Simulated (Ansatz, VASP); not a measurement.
# One calculation of Ga, two programs

Contents of INCAR:

```
SYSTEM = Ga
PREC = Accurate
ENCUT = 520
EDIFF = 1E-7
ISMEAR = -1
SIGMA = 0.05
LREAL = .False.
LASPH = .True.
NELM = 150
ALGO = Normal
ISIF = 2
LWAVE = .False.
LCHARG = .False.
MAGMOM = 0 0 0
LORBIT = 11
LSORBIT = .True.
GGA_COMPAT = .False.
LORBMOM = .True.
GGA = CA
NBANDS = 24
```

File KPOINTS:

```
Automatic mesh
0
Gamma
  18 18 18
  0 0 0
```

The input POSCAR:

```
Ga
1.0
   -1.3843987196      1.3843987196      2.3112238365
    1.3843987196     -1.3843987196      2.3112238365
    1.3843987196      1.3843987196     -2.3112238365
Ga
1
Direct
    0.0000000000      0.0000000000      0.0000000000
```

Input for Ansatz:

```yaml
crystal:
  lattice:
    - [-1.3843987196, 1.3843987196, 2.3112238365]
    - [1.3843987196, -1.3843987196, 2.3112238365]
    - [1.3843987196, 1.3843987196, -2.3112238365]
  atoms:
    - { symbol: Ga, position: [0.0, 0.0, 0.0] }
kpoints:
  mp_grid: { grid: [18, 18, 18] }
  band_path:
    path:
      - [0.0, 0.0, 0.0]
      - [0.0, 0.0, 0.5]
      - [0.25, 0.25, 0.25]
      - [0.0, 0.5, 0.0]
      - [0.0, 0.0, 0.0]
      - [0.5, 0.5, -0.5]
      - [0.3396970935, 0.6603029065, -0.3396970935]
      - [-0.3396970935, 0.3396970935, 0.3396970935]
      - [0.0, 0.0, 0.0]
    npoints: 5
scf:
  occupations: { method: fermi_dirac, width: 0.05 }
hamiltonian:
  xc: lda
  pseudopotentials: { kind: all_electron, lapw: { basis_error: 0.0005 } }
output:
  forces: true
  stress: true
  eigenvalues: true
magnetization:
  noncollinear: true
  spin_orbit: true
```

Alike in both runs: task single point; functional LDA; k mesh 18 × 18 × 18; occupations fermi-dirac, width 0.05 eV; non-collinear spin, spin-orbit coupling.

```csv
,VASP,Ansatz
version,VASP 6.6.1,Ansatz 0.2.0
potentials or method,"VASP PAW LDA potentials, release 64 (Ga_d), cutoff 520 eV",all-electron LAPW
```

```csv
,VASP,Ansatz,Ansatz less VASP
pressure (GPa),-1.9,-1.9,-0.04
"traceless stress, the component that is largest in VASP (GPa)",-0.88,-0.88,+0.007
```

LDA's correlation is that of Perdew and Zunger in VASP and of Perdew and Wang (1992) in Ansatz. Ansatz ran all-electron here, and VASP with PAW potentials.
